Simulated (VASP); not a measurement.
Wanted: the native input for a VASP 6.6.1 run.

| Quantity | Value |
| --- | --- |
| Task | single point |
| Functional | PBE |
| Potentials or basis | VASP PAW PBE potentials, release 64 (Ba_sv) |
| Cutoff | 520 eV |
| k mesh | 3 × 3 × 2 |
| Occupations | gaussian, width 0.1 eV |
| Spin | no spin polarisation |
| Dipole correction | no |
| Further INCAR settings | ALGO = Fast; EDIFF = 1e-07; NBANDS = 22 |

The structure of Ba lies in POSCAR:

```
Ba
1.0
    4.2452580405      0.0000000000      0.0000000000
   -2.1226290202      3.6765013087      0.0000000000
    0.0000000000      0.0000000000     11.2407458926
Ba
3
Direct
    0.0000000000      0.5000000000      0.8333333333
    0.5000000000      0.0000000000      0.5000000000
    0.5000000000      0.5000000000      0.1666666667
```

The cell was built from a structure type or drawn by symmetry, and may not be a known phase.

These files were run (other wordings do the same):

INCAR

```
PREC = Accurate ; ENCUT = 520
EDIFF = 1E-7 ; ISMEAR = 0
SIGMA = 0.1 ; LREAL = False
LASPH = True ; NELM = 100
ALGO = Fast ; ISIF = 2
LWAVE = False ; LCHARG = True
GGA = PE ; LELF = True
LVHAR = True ; NBANDS = 22
```

KPOINTS

```
Automatic mesh
0
Gamma
  3 3 2
```

Potentials or basis: VASP PAW PBE potentials, release 64 (Ba_sv).

Run with:

```bash
$ cat potpaw_PBE.64/Ba_sv/POTCAR > POTCAR
$ mpirun -np 1 vasp_std > vasp.out
```

It gave:

```
Pressure               : 0.1 GPa
Band gap on the k mesh : zero (bands 15 and 16 overlap by 0.34 eV)
```

Caveat: the k points lie up to 0.57 Å⁻¹ apart; spin-orbit coupling is left out, which moves the levels of the heavy elements.

Run time: 23 s on 1 thread of AMD EPYC 9R45 96-Core Processor (Zen 5), with other jobs on the host, peak memory 0.24 GiB.
